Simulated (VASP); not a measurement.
# Ge in VASP: a series of runs, part 2 of 2

VASP 6.6.1.

### 3 Single point, r2SCAN

This run uses another cell than the first one, of 16.72 Å³/atom.

POSCAR reads:

```
Ge
1.0
    1.3746597756     -2.3808508972      0.0000000000
    1.3746597756      2.3808508972      0.0000000000
    0.0000000000      0.0000000000      5.1097475285
Ge
2
Direct
    0.5000146145      0.4999853855      0.7500000000
    0.4999853855      0.5000146145      0.2500000000
```

INCAR.step1 reads:

```
ALGO = Normal ; EDIFF = 1E-5
ENCUT = 550 ; GGA = PE
GGA_COMPAT = F ; ISMEAR = 1
LASPH = T ; LCHARG = F
LREAL = F ; LWAVE = T
NBANDS = 21 ; NELM = 120
PREC = Accurate ; SIGMA = 0.1
```

INCAR.step2 reads:

```
ALGO = Normal ; EDIFF = 1E-6
ENCUT = 550 ; GGA_COMPAT = F
ISIF = 2 ; ISMEAR = 1
ISTART = 1 ; LASPH = T
LCHARG = F ; LMIXTAU = T
LREAL = F ; LWAVE = F
METAGGA = R2SCAN ; NBANDS = 21
NELM = 120 ; PREC = Accurate
SIGMA = 0.1
```

KPOINTS reads:

```
k-points
0
Gamma
  13 13 7
```

Potentials or basis: VASP PAW PBE potentials, release 64 (Ge_d).

On the command line:

```bash
$ cat potpaw_PBE.64/Ge_d/POTCAR > POTCAR
$ cp INCAR.step1 INCAR
$ mpirun -np 1 vasp_std > vasp.out
$ cp INCAR.step2 INCAR
$ mpirun -np 1 vasp_std > vasp.out
```

OUTCAR:

```text
EDIFF = 1E-6
   ENCUT = 550
   ISIF = 2
   ISMEAR = 1
   ISTART = 1
   LASPH = T
   LREAL = F
   METAGGA = R2SCAN
   NELM = 120
   PREC = Accurate

 ion  position               nearest neighbor table
   1  0.500  0.500  0.750-   2 2.55   2 2.55
   2  0.500  0.500  0.250-   1 2.55   1 2.55

  LATTYP: Found a base centered orthorhombic cell.
 ALAT       =     2.7493195512
 B/A-ratio  =     1.7319564735
 C/A-ratio  =     1.8585498824

  Lattice vectors:

 A1 = (   1.3746597756,  -2.3808508972,   0.0000000000)
 A2 = (   1.3746597756,   2.3808508972,   0.0000000000)
 A3 = (   0.0000000000,   0.0000000000,   5.1097475285)

Analysis of symmetry for initial positions (statically):
=====================================================================
 Subroutine PRICEL returns:
 Original cell was already a primitive cell.

 Routine SETGRP: Setting up the symmetry group for a
 base centered orthorhombic supercell.

 Subroutine GETGRP returns: Found  8 space group operations
 (whereof  4 operations were pure point group operations)
 out of a pool of  8 trial point group operations.

The static configuration has the point symmetry C_2h.
 The point group associated with its full space group is D_2h.

Analysis of symmetry for dynamics (positions and initial velocities):
=====================================================================
 Subroutine PRICEL returns:
 Original cell was already a primitive cell.

 Routine SETGRP: Setting up the symmetry group for a
 base centered orthorhombic supercell.

 Subroutine GETGRP returns: Found  8 space group operations
 (whereof  4 operations were pure point group operations)
 out of a pool of  8 trial point group operations.

The dynamic configuration has the point symmetry C_2h.
 The point group associated with its full space group is D_2h.

 Subroutine INISYM returns: Found  8 space group operations
 (whereof  4 operations are pure point group operations),
 and found     1 'primitive' translations

----------------------------------------------------------------------------------------

                                     Primitive cell

  volume of cell :      33.4470

  direct lattice vectors                    reciprocal lattice vectors
     1.374659776 -2.380850897  0.000000000     0.363726363 -0.210008951  0.000000000
     1.374659776  2.380850897  0.000000000     0.363726363  0.210008951  0.000000000
     0.000000000  0.000000000  5.109747528     0.000000000  0.000000000  0.195704385

  length of vectors
     2.749207248  2.749207248  5.109747528     0.420000746  0.420000746  0.195704385

  position of ions in fractional coordinates (direct lattice)
     0.500014615  0.499985385  0.750000000
     0.499985385  0.500014615  0.250000000

  ion indices of the primitive-cell ions
   primitive index   ion index
                 1           1
                 2           2

----------------------------------------------------------------------------------------

 KPOINTS: k-points

Automatic generation of k-mesh.
 Grid dimensions read from file:
 generate k-points for:   13   13    7

 Generating k-lattice:

  Cartesian coordinates                     Fractional coordinates (reciprocal lattice)
     0.027978951 -0.016154535  0.000000000     0.076923077  0.000000000  0.000000000
     0.027978951  0.016154535  0.000000000     0.000000000  0.076923077  0.000000000
     0.000000000  0.000000000  0.027957769     0.000000000  0.000000000  0.142857143

  Length of vectors
     0.032307750  0.032307750  0.027957769

  Shift w.r.t. Gamma in fractional coordinates (k-lattice)
     0.000000000  0.000000000  0.000000000

 Subroutine IBZKPT returns following result:
 ===========================================

 Found    196 irreducible k-points:

 Following reciprocal coordinates:
            Coordinates               Weight
  0.000000  0.000000  0.000000      1.000000
  0.076923 -0.000000  0.000000      4.000000
  0.153846  0.000000  0.000000      4.000000
  0.230769 -0.000000  0.000000      4.000000
  0.307692  0.000000  0.000000      4.000000
  0.384615  0.000000  0.000000      4.000000
[... 16 lines left out ...]
  0.384615  0.153846  0.000000      4.000000
  0.461538  0.153846  0.000000      4.000000
 [... further k-points ...]
   k-points           NKPTS =    196   k-points in BZ     NKDIM =    196   number of bands    NBANDS=     21
   number of dos      NEDOS =    301   number of ions     NIONS =      2
   total plane-waves  NPLWV =  23040
   dimension x,y,z NGX =    24 NGY =   24 NGZ =   40
   dimension x,y,z NGXF=    48 NGYF=   48 NGZF=   80
   ions per type =               2
   NGX,Y,Z   is equivalent  to a cutoff of  14.51, 14.51, 13.01 a.u.
   NGXF,Y,Z  is equivalent  to a cutoff of  29.03, 29.03, 26.03 a.u.
 SYSTEM =  unknown system
   PREC   = accura    normal or accurate (medium, high low for compatibility)
   ISTART =      1    job   : 0-new  1-cont  2-samecut
   ICHARG =      0    charge: 1-file 2-atom 10-const
   ISPIN  =      1    spin polarized calculation?
   LNONCOLLINEAR =      F non collinear calculations
   LSORBIT =      F    spin-orbit coupling
   LASPH  =      T    aspherical Exc in radial PAW
   ENCUT  =  550.0 eV  40.42 Ry    6.36 a.u.   5.26  5.26  9.77*2*pi/ulx,y,z
   NELM   =    120;   NELMIN=  2; NELMDL=  0     # of ELM steps
   EDIFF  = 0.1E-05   stopping-criterion for ELM
   LREAL  =      F    real-space projection
   EDIFFG = 0.1E-04   stopping-criterion for IOM
   NSW    =      0    number of steps for IOM
   IBRION =     -1    ionic relax: 0-MD 1-quasi-New 2-CG
   NFREE  =      0    steps in history (QN), initial steepest desc. (CG)
   ISIF   =      2    stress and relaxation
   ISYM   =      2    0-nonsym 1-usesym 2-fastsym
   POTIM  = 0.5000    time-step for ionic-motion
   TEBEG  =    0.0;   TEEND  =   0.0 temperature during run
   PSTRESS=    0.0 pullay stress
   NELECT =      28.0000    total number of electrons
   NUPDOWN=      -1.0000    fix difference up-down
   EMIN   =  10.00;   EMAX   =-10.00  energy-range for DOS
   EFERMI =   0.00;   METHOD = LEGACY
   ISMEAR =     1;   SIGMA  =   0.10  broadening in eV -4-tet -1-fermi 0-gaus
   EFERMI_NEDOS =   21; number of points for ismear=-14 and -15
   IALGO  =     38    algorithm
   IMIX   =      4    mixing-type and parameters
     AMIX     =   0.40;   BMIX     =  1.00
     AMIX_MAG =   1.60;   BMIX_MAG =  1.00
  volume/ion in A,a.u.               =      16.72       112.86
  Fermi-wavevector in a.u.,A,eV,Ry     =   1.542915  2.915686 32.389831  2.380585
  Thomas-Fermi vector in A             =   2.648652
   LORBIT       =      0    0 simple, 1 ext, 2 COOP (PROOUT), +10 PAW based schemes
   METAGGA = R2SCAN    functional components
   LHFCALC =     F    Hartree Fock is set to
   AEXX    =    0.0000 exact exchange contribution
   IVDW    =     0    specifies the selected vdW correction
   LEPSILON=     F    determine dielectric tensor
   LRPA    =     F    only Hartree local field effects (RPA)
 non-spin polarized calculation
 Methfessel and Paxton  Order N= 1 SIGMA  =   0.10
  energy-cutoff  :      550.00
  volume of cell :       33.45
 maximum number of plane-waves:       994
 NGX is ok and might be reduce to    24
   NGX = 11   NGY = 11   NGZ = 19

 number of electron      28.0000003 magnetization

 Free energy of the ion-electron system (eV)
  ---------------------------------------------------
  ext. energy  EPLUGINS =         0.00000000
  ---------------------------------------------------
  free energy    TOTEN  =       -26.88389493 eV

  energy without entropy =      -26.88405435  energy(sigma->0) =      -26.88394807

 E-fermi :   8.0397     XC(G=0): -13.0065

 val. band max:        7.9605110721   @ k =  -0.4615   0.2308   0.2857
 cond. band min:       8.0451827065   @ k =   0.3846   0.0000   0.1429
 fundamental gap:      0.0846716345
 Fermi energy:         8.0396747856

 k-point     1 :       0.0000    0.0000    0.0000
  band No.  band energies     occupation
      1     -17.7700      2.00000
      2     -17.6140      2.00000
      3     -17.6140      2.00000
      4     -17.5964      2.00000
      5     -17.5964      2.00000
      6     -17.5073      2.00000
[... 13 lines left out ...]
     20      23.5583      0.00000
     21      23.5601      0.00000
[... 529 lines left out ...]
 k-point    24 :       0.4615    0.1538    0.0000
  band No.  band energies     occupation
      1     -17.7023      2.00000
      2     -17.6281      2.00000
      3     -17.6198      2.00000
      4     -17.5985      2.00000
      5     -17.5534      2.00000
      6     -17.4667      2.00000
[... 13 lines left out ...]
     20      20.9454      0.00000
     21      21.7652      0.00000

 [... further k-points ...]

------------------------ aborting loop because EDIFF is reached ----------------------------------------

  FORCE on cell =-STRESS in cart. coord.  units (eV):
  Direction    XX          YY          ZZ          XY          YZ          ZX
  --------------------------------------------------------------------------------------
  -------------------------------------------------------------------------------------
  Total        2.0563015      2.0569838      2.0944423      0.0000000      0.0000000      0.0000000
  in kB       98.5009702     98.5336548    100.3279947      0.0000000      0.0000000      0.0000000
  external PRESSURE =      99.1208733 kB  Pullay stress =       0.0000000 kB

 VOLUME and BASIS-vectors are now :
 -----------------------------------------------------------------------------
  energy-cutoff  :      550.00
  volume of cell :       33.45
      direct lattice vectors                 reciprocal lattice vectors
     1.374659776 -2.380850897  0.000000000     0.363726363 -0.210008951  0.000000000
     1.374659776  2.380850897  0.000000000     0.363726363  0.210008951  0.000000000
     0.000000000  0.000000000  5.109747528     0.000000000  0.000000000  0.195704385

 POSITION                                       TOTAL-FORCE (eV/Angst)
 -----------------------------------------------------------------------------------
      1.37466     -0.00007      3.83231         0.000000      0.000117      0.000000
      1.37466      0.00007      1.27744         0.000000     -0.000117     -0.000000
 -----------------------------------------------------------------------------------
    total drift:                                0.000000      0.000000      0.000000

  FREE ENERGIE OF THE ION-ELECTRON SYSTEM (eV)
  ---------------------------------------------------
  free  energy   TOTEN  =       -26.8838949301 eV

  energy  without entropy=      -26.8840543532  energy(sigma->0) =      -26.88394807
```

Run time: 4.5 min. Hardware: 1 thread of Intel Xeon Platinum 8488C (Sapphire Rapids), shared host; peak memory 0.25 GiB.

Results:

- Free energy: -26.8839 eV
- Pressure: 9.9 GPa
- Band gap on the k mesh: zero (bands 14 and 15 overlap by 10.40 eV)

Caveat: the cell stands under pressure; the PAW data sets were made with another functional, which shifts forces and pressure a little.
